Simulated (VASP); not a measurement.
Write the native input for VASP 6.6.1 that does the following.

```yaml
Task: single point
Functional: PBE
Potentials_or_basis: VASP PAW PBE potentials, release 64 (Ga_d, N)
Cutoff: 520 eV
k_mesh: 6 × 6 × 6
Occupations: gaussian, width 0.01 eV
Spin: no spin polarisation
Dipole_correction: no
Further_INCAR_settings: ALGO = Normal; EDIFF = 1e-07; NBANDS = 16
```

The structure of GaN lies in POSCAR:

```
GaN
1.0
   -0.0112447627      2.2489525487      2.2489525487
    2.2489525487     -0.0112447627      2.2489525487
    2.2377077859      2.2377077859      0.0000000000
Ga N
1 1
Direct
   -0.0007240356     -0.0007240356      0.0007240356
    0.2507240356      0.2507240356      0.2492759644
```

This cell differs from its parent crystal: shear xy strain -1.0%.

These files were run (other wordings do the same):

INCAR

```
  ALGO = Normal
  EDIFF = 1E-7
  ENCUT = 520
  GGA = PE
  ISIF = 2
  ISMEAR = 0
  LASPH = T
  LCHARG = F
  LREAL = F
  LWAVE = F
  NBANDS = 16
  NELM = 60
  PREC = Accurate
  SIGMA = 0.01
```

KPOINTS

```
k-points
0
Gamma
  6 6 6
```

Potentials or basis: VASP PAW PBE potentials, release 64 (Ga_d, N).

The run is started by

```console
$ cat potpaw_PBE.64/Ga_d/POTCAR potpaw_PBE.64/N/POTCAR > POTCAR
$ mpirun -np 1 vasp_std > vasp.out
```

It gave:

```yaml
Pressure: 6.2 GPa
Largest_force: 0.007 eV/Å
Band_gap_on_the_k_mesh: 1.73 eV, direct
```

Caveat: the cell differs from its parent crystal (shear xy strain -1.0%).

Wall time 6.6 s on 1 thread of Intel(R) Xeon(R) 6975P-C (Granite Rapids), on a shared host, peak memory 0.14 GiB.
